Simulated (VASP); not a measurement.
# Al3GaSb4 (P-43m) in VASP: relaxation of cell and atoms with PBE

Aim: the relaxation of cell and atoms of Al3GaSb4 with PBE.

Program: VASP 6.6.1. These are calculated values, not measurements. Logs are shortened: lines on timing, memory, paths and dates and some standing lists are left out, and cuts for length are marked.

**1. The cell of the first run**

Symmetry: P-43m, No. 215, cubic system. The conventional cell has a = 6.225 Å, b = 6.225 Å, c = 6.225 Å, α = 90.00°, β = 90.00°, γ = 90.00°. Al (site symmetry -42m) has 4 Sb at 2.70 Å within 3.6 Å. Within 3.6 Å of Ga (site symmetry -43m) lie 4 Sb at 2.70 Å. Within 3.6 Å of Sb (site symmetry 3m) lie 3 Al at 2.70 Å and 1 Ga at 2.70 Å.

**2. Relaxation of cell and atoms, PBE**

Input file INCAR:

```
PREC = Accurate ; ENCUT = 600
EDIFF = 1E-7 ; ISMEAR = 0
SIGMA = 0.02 ; LREAL = False
LASPH = True ; NELM = 60
ALGO = Normal ; ISIF = 3
LWAVE = False ; LCHARG = False
GGA = PE ; IBRION = 2
NSW = 100 ; EDIFFG = -0.01
```

Input file KPOINTS:

```
Automatic mesh
0
Gamma
  6 6 6
```

Input file POSCAR:

```
Al3GaSb4
1.0
    6.2247750000      0.0000000000      0.0000000000
    0.0000000000      6.2247750000      0.0000000000
    0.0000000000      0.0000000000      6.2247750000
Al Ga Sb
3 1 4
Direct
    0.5000000000      0.0000000000      0.0000000000
    0.0000000000      0.0000000000      0.5000000000
    0.0000000000      0.5000000000      0.0000000000
    0.5000000000      0.5000000000      0.5000000000
    0.2499050000      0.7500950000      0.2499050000
    0.2499050000      0.2499050000      0.7500950000
    0.7500950000      0.7500950000      0.7500950000
    0.7500950000      0.2499050000      0.2499050000
```

Potentials or basis: VASP PAW PBE potentials, release 64 (Al, Ga_d, Sb).

Command:

```sh
cat potpaw_PBE.64/Al/POTCAR potpaw_PBE.64/Ga_d/POTCAR potpaw_PBE.64/Sb/POTCAR > POTCAR
mpirun -np 1 vasp_std > vasp.out
```

OUTCAR:

```text
PREC = Accurate
   ENCUT = 600
   EDIFF = 1E-7
   ISMEAR = 0
   LREAL = False
   LASPH = True
   NELM = 60
   ISIF = 3
   GGA = PE
   IBRION = 2
   NSW = 100
   EDIFFG = -0.01

 ion  position               nearest neighbor table
   1  0.500  0.000  0.000-   5 2.70   6 2.70   7 2.70   8 2.70
   2  0.000  0.000  0.500-   5 2.70   6 2.70   7 2.70   8 2.70
   3  0.000  0.500  0.000-   5 2.70   6 2.70   7 2.70   8 2.70
   4  0.500  0.500  0.500-   5 2.70   6 2.70   7 2.70   8 2.70
   5  0.250  0.750  0.250-   1 2.70   2 2.70   3 2.70   4 2.70
   6  0.250  0.250  0.750-   1 2.70   2 2.70   3 2.70   4 2.70
   7  0.750  0.750  0.750-   1 2.70   2 2.70   3 2.70   4 2.70
   8  0.750  0.250  0.250-   1 2.70   2 2.70   3 2.70   4 2.70

  LATTYP: Found a simple cubic cell.
 ALAT       =     6.2247750000

  Lattice vectors:

 A1 = (   6.2247750000,   0.0000000000,   0.0000000000)
 A2 = (   0.0000000000,   6.2247750000,   0.0000000000)
 A3 = (   0.0000000000,   0.0000000000,   6.2247750000)

Analysis of symmetry for initial positions (statically):
=====================================================================
 Subroutine PRICEL returns:
 Original cell was already a primitive cell.

 Routine SETGRP: Setting up the symmetry group for a
 simple cubic supercell.

 Subroutine GETGRP returns: Found 24 space group operations
 (whereof 24 operations were pure point group operations)
 out of a pool of 48 trial point group operations.

The static configuration has the point symmetry T_d .

Analysis of symmetry for dynamics (positions and initial velocities):
=====================================================================
 Subroutine PRICEL returns:
 Original cell was already a primitive cell.

 Routine SETGRP: Setting up the symmetry group for a
 simple cubic supercell.

 Subroutine GETGRP returns: Found 24 space group operations
 (whereof 24 operations were pure point group operations)
 out of a pool of 48 trial point group operations.

The dynamic configuration has the point symmetry T_d .

 Subroutine INISYM returns: Found 24 space group operations
 (whereof 24 operations are pure point group operations),
 and found     1 'primitive' translations

----------------------------------------------------------------------------------------

                                     Primitive cell

  volume of cell :     241.1965

  direct lattice vectors                    reciprocal lattice vectors
     6.224775000  0.000000000  0.000000000     0.160648377  0.000000000  0.000000000
     0.000000000  6.224775000  0.000000000     0.000000000  0.160648377  0.000000000
     0.000000000  0.000000000  6.224775000     0.000000000  0.000000000  0.160648377

  length of vectors
     6.224775000  6.224775000  6.224775000     0.160648377  0.160648377  0.160648377

  position of ions in fractional coordinates (direct lattice)
     0.500000000  0.000000000  0.000000000
     0.000000000  0.000000000  0.500000000
     0.000000000  0.500000000  0.000000000
     0.500000000  0.500000000  0.500000000
     0.249905000  0.750095000  0.249905000
     0.249905000  0.249905000  0.750095000
     0.750095000  0.750095000  0.750095000
     0.750095000  0.249905000  0.249905000

  ion indices of the primitive-cell ions
   primitive index   ion index
                 1           1
                 2           2
                 3           3
                 4           4
                 5           5
                 6           6
                 7           7
                 8           8

----------------------------------------------------------------------------------------

 KPOINTS: Automatic mesh

Automatic generation of k-mesh.
 Grid dimensions read from file:
 generate k-points for:    6    6    6

 Generating k-lattice:

  Cartesian coordinates                     Fractional coordinates (reciprocal lattice)
     0.026774729  0.000000000  0.000000000     0.166666667  0.000000000  0.000000000
     0.000000000  0.026774729  0.000000000     0.000000000  0.166666667  0.000000000
     0.000000000  0.000000000  0.026774729     0.000000000  0.000000000  0.166666667

  Length of vectors
     0.026774729  0.026774729  0.026774729

[... 35 lines left out ...]
   ions per type =               3   1   4
   NGX,Y,Z   is equivalent  to a cutoff of  13.35, 13.35, 13.35 a.u.
   NGXF,Y,Z  is equivalent  to a cutoff of  26.71, 26.71, 26.71 a.u.
 SYSTEM =  unknown system
   PREC   = accura    normal or accurate (medium, high low for compatibility)
   ISTART =      0    job   : 0-new  1-cont  2-samecut
   ICHARG =      2    charge: 1-file 2-atom 10-const
   ISPIN  =      1    spin polarized calculation?
   LNONCOLLINEAR =      F non collinear calculations
   LSORBIT =      F    spin-orbit coupling
   LASPH  =      T    aspherical Exc in radial PAW
   ENCUT  =  600.0 eV  44.10 Ry    6.64 a.u.  12.43 12.43 12.43*2*pi/ulx,y,z
   NELM   =     60;   NELMIN=  2; NELMDL= -5     # of ELM steps
   EDIFF  = 0.1E-06   stopping-criterion for ELM
   LREAL  =      F    real-space projection
   EDIFFG = -.1E-01   stopping-criterion for IOM
   NSW    =    100    number of steps for IOM
   IBRION =      2    ionic relax: 0-MD 1-quasi-New 2-CG
   NFREE  =      1    steps in history (QN), initial steepest desc. (CG)
   ISIF   =      3    stress and relaxation
   ISYM   =      2    0-nonsym 1-usesym 2-fastsym
   POTIM  = 0.5000    time-step for ionic-motion
   TEBEG  =    0.0;   TEEND  =   0.0 temperature during run
   PSTRESS=    0.0 pullay stress
   NELECT =      42.0000    total number of electrons
   NUPDOWN=      -1.0000    fix difference up-down
   EMIN   =  10.00;   EMAX   =-10.00  energy-range for DOS
   EFERMI =   0.00;   METHOD = LEGACY
   ISMEAR =     0;   SIGMA  =   0.02  broadening in eV -4-tet -1-fermi 0-gaus
   EFERMI_NEDOS =   21; number of points for ismear=-14 and -15
   IALGO  =     38    algorithm
   IMIX   =      4    mixing-type and parameters
     AMIX     =   0.40;   BMIX     =  1.00
     AMIX_MAG =   1.60;   BMIX_MAG =  1.00
  volume/ion in A,a.u.               =      30.15       203.46
  Fermi-wavevector in a.u.,A,eV,Ry     =   0.914185  1.727560 11.370864  0.835735
  Thomas-Fermi vector in A             =   2.038783
   LORBIT       =      0    0 simple, 1 ext, 2 COOP (PROOUT), +10 PAW based schemes
   GGA     = PE    functional components
   LHFCALC =     F    Hartree Fock is set to
   AEXX    =    0.0000 exact exchange contribution
   IVDW    =     0    specifies the selected vdW correction
   LEPSILON=     F    determine dielectric tensor
   LRPA    =     F    only Hartree local field effects (RPA)
 conjugate gradient relaxation of ions
 non-spin polarized calculation
 Gauss-broadening in eV      SIGMA  =   0.02
  energy-cutoff  :      600.00
  volume of cell :      241.20
 maximum number of plane-waves:      8121
 NGX is ok and might be reduce to    50
   NGX = 25   NGY = 25   NGZ = 25

--------------------------------------- Ionic step        1  -------------------------------------------

 number of electron      41.9999998 magnetization

 Free energy of the ion-electron system (eV)
  ---------------------------------------------------
  ext. energy  EPLUGINS =         0.00000000
  ---------------------------------------------------
  free energy    TOTEN  =       -31.99989939 eV

  energy without entropy =      -31.99989939  energy(sigma->0) =      -31.99989939

------------------------ aborting loop because EDIFF is reached ----------------------------------------

  FORCE on cell =-STRESS in cart. coord.  units (eV):
  Direction    XX          YY          ZZ          XY          YZ          ZX
  --------------------------------------------------------------------------------------
  -------------------------------------------------------------------------------------
  Total        0.1460123      0.1460123      0.1460123      0.0000000      0.0000000     -0.0000000
  in kB        0.9699049      0.9699049      0.9699049      0.0000000      0.0000000     -0.0000000
  external PRESSURE =       0.9699049 kB  Pullay stress =       0.0000000 kB

 VOLUME and BASIS-vectors are now :
 -----------------------------------------------------------------------------
  energy-cutoff  :      600.00
  volume of cell :      241.20
      direct lattice vectors                 reciprocal lattice vectors
     6.224775000  0.000000000  0.000000000     0.160648377  0.000000000  0.000000000
     0.000000000  6.224775000  0.000000000     0.000000000  0.160648377  0.000000000
     0.000000000  0.000000000  6.224775000     0.000000000  0.000000000  0.160648377

 POSITION                                       TOTAL-FORCE (eV/Angst)
 -----------------------------------------------------------------------------------
      3.11239      0.00000      0.00000         0.000000      0.000000     -0.000000
      0.00000      0.00000      3.11239         0.000000      0.000000     -0.000000
      0.00000      3.11239      0.00000         0.000000      0.000000     -0.000000
      3.11239      3.11239      3.11239        -0.000000      0.000000     -0.000000
      1.55560      4.66917      1.55560         0.005913     -0.005913      0.005913
      1.55560      1.55560      4.66917         0.005913      0.005913     -0.005913
      4.66917      4.66917      4.66917        -0.005913     -0.005913     -0.005913
      4.66917      1.55560      1.55560        -0.005913      0.005913      0.005913
 -----------------------------------------------------------------------------------
    total drift:                               -0.000000     -0.000000     -0.000000

  FREE ENERGIE OF THE ION-ELECTRON SYSTEM (eV)
  ---------------------------------------------------
  free  energy   TOTEN  =       -31.9998993854 eV

  energy  without entropy=      -31.9998993854  energy(sigma->0) =      -31.99989939

--------------------------------------- Ionic step        2  -------------------------------------------

 number of electron      42.0000000 magnetization

 Free energy of the ion-electron system (eV)
  ---------------------------------------------------
  ext. energy  EPLUGINS =         0.00000000
  ---------------------------------------------------
  free energy    TOTEN  =       -32.00003394 eV

  energy without entropy =      -32.00003394  energy(sigma->0) =      -32.00003394

 E-fermi :   4.4579     XC(G=0):  -8.5683

 val. band max:        4.3614925944   @ k =   0.0000   0.0000   0.0000
 cond. band min:       4.7557975953   @ k =   0.5000   0.5000   0.5000
 fundamental gap:      0.3943050009
 Fermi energy:         4.4579375308

 k-point     1 :       0.0000    0.0000    0.0000
  band No.  band energies     occupation
      1     -10.3733      2.00000
      2     -10.3733      2.00000
      3     -10.3733      2.00000
      4     -10.3348      2.00000
      5     -10.3348      2.00000
      6      -6.2736      2.00000
[... 569 lines left out ...]
     25       5.5650      0.00000
     26       8.0107      0.00000

------------------------ aborting loop because EDIFF is reached ----------------------------------------

  FORCE on cell =-STRESS in cart. coord.  units (eV):
  Direction    XX          YY          ZZ          XY          YZ          ZX
  --------------------------------------------------------------------------------------
  -------------------------------------------------------------------------------------
  Total       -0.0453476     -0.0453476     -0.0453476      0.0000000      0.0000000      0.0000000
  in kB       -0.3004327     -0.3004327     -0.3004327      0.0000000      0.0000000      0.0000000
  external PRESSURE =      -0.3004327 kB  Pullay stress =       0.0000000 kB

 VOLUME and BASIS-vectors are now :
 -----------------------------------------------------------------------------
  energy-cutoff  :      600.00
  volume of cell :      241.83
      direct lattice vectors                 reciprocal lattice vectors
     6.230255932  0.000000000 -0.000000000     0.160507050 -0.000000000 -0.000000000
     0.000000000  6.230255932  0.000000000    -0.000000000  0.160507050 -0.000000000
     0.000000000  0.000000000  6.230255932     0.000000000 -0.000000000  0.160507050

 POSITION                                       TOTAL-FORCE (eV/Angst)
 -----------------------------------------------------------------------------------
      3.11513      0.00000      6.23026         0.000000     -0.000000      0.000000
      0.00000      0.00000      3.11513        -0.000000     -0.000000      0.000000
      0.00000      3.11513      6.23026        -0.000000     -0.000000     -0.000000
      3.11513      3.11513      3.11513        -0.000000     -0.000000     -0.000000
      1.55726      4.67300      1.55726         0.002691     -0.002691      0.002691
      1.55726      1.55726      4.67300         0.002691      0.002691     -0.002691
      4.67300      4.67300      4.67300        -0.002691     -0.002691     -0.002691
      4.67300      1.55726      1.55726        -0.002691      0.002691      0.002691
 -----------------------------------------------------------------------------------
    total drift:                               -0.000000     -0.000000      0.000000

  FREE ENERGIE OF THE ION-ELECTRON SYSTEM (eV)
  ---------------------------------------------------
  free  energy   TOTEN  =       -32.0000339441 eV

  energy  without entropy=      -32.0000339441  energy(sigma->0) =      -32.00003394

 reached required accuracy - stopping structural energy minimisation
```

Run time: 4 min. Hardware: 1 thread of Intel Xeon Platinum 8124M at 3.00GHz (Skylake/Cascade Lake), shared host; peak memory 0.47 GiB.

Results:

| Property | Result |
| --- | --- |
| Free energy | -32.0000 eV |
| Relaxed volume | 30.23 Å³/atom |
| Relaxed cell | a = 6.230 Å, b = 6.230 Å, c = 6.230 Å, α = 90.00°, β = 90.00°, γ = 90.00° |
| Space group after relaxing (to 0.1 Å) | P-43m (No. 215) |
| Energy gained by relaxing | 0.0 meV/atom |
| Ionic steps | 2 |
| Pressure after relaxing | 0.0 GPa |
| Largest force after relaxing | 0.005 eV/Å |
| Band gap on the k mesh | 0.39 eV (least direct gap 0.60 eV) |

Forces on the atoms (eV/Å):
```
Al   0.000  0.000  0.000
Al   0.000  0.000  0.000
Al   0.000  0.000  0.000
Ga   0.000  0.000  0.000
Sb   0.003 -0.003  0.003
Sb   0.003  0.003 -0.003
Sb  -0.003 -0.003 -0.003
Sb  -0.003  0.003  0.003
```

Step by step:
```tsv
step	energy change (eV)	largest force (eV/Å)	pressure (GPa)	volume (Å³)
1	0.0000	0.0102	0.10	241.20
2	-0.0001	0.0047	-0.03	241.83
```

Final structure:
```
Al Ga Sb
1.0
     6.23026    0.00000    0.00000
     0.00000    6.23026    0.00000
     0.00000    0.00000    6.23026
Al Ga Sb
3 1 4
Direct
  0.50000 0.00000 0.00000
  0.00000 0.00000 0.50000
  0.00000 0.50000 0.00000
  0.50000 0.50000 0.50000
  0.24995 0.75005 0.24995
  0.24995 0.24995 0.75005
  0.75005 0.75005 0.75005
  0.75005 0.24995 0.24995
```

Levels at points of the mesh, in eV from the valence-band top:
```tsv
k point	band 17	band 18	band 19	band 20	band 21	band 22	band 23	band 24	band 25	band 26
(0.00, 0.00, 0.00)	-2.15	-2.15	0.00	0.00	0.00	0.60	1.28	1.32	1.32	1.32
(0.50, 0.00, 0.00)	-2.66	-1.40	-1.40	-1.34	-1.34	1.50	1.74	2.82	2.94	4.01
(0.50, 0.50, 0.00)	-2.72	-1.02	-0.97	-0.96	-0.96	2.01	2.40	2.40	2.53	4.57
(0.50, 0.50, 0.50)	-0.92	-0.92	-0.87	-0.87	-0.87	0.39	1.20	1.20	1.20	3.65
```

Caveat: semilocal functionals underestimate gaps, and a narrow one can read as zero; spin-orbit coupling is left out, which moves the levels of the heavy elements.
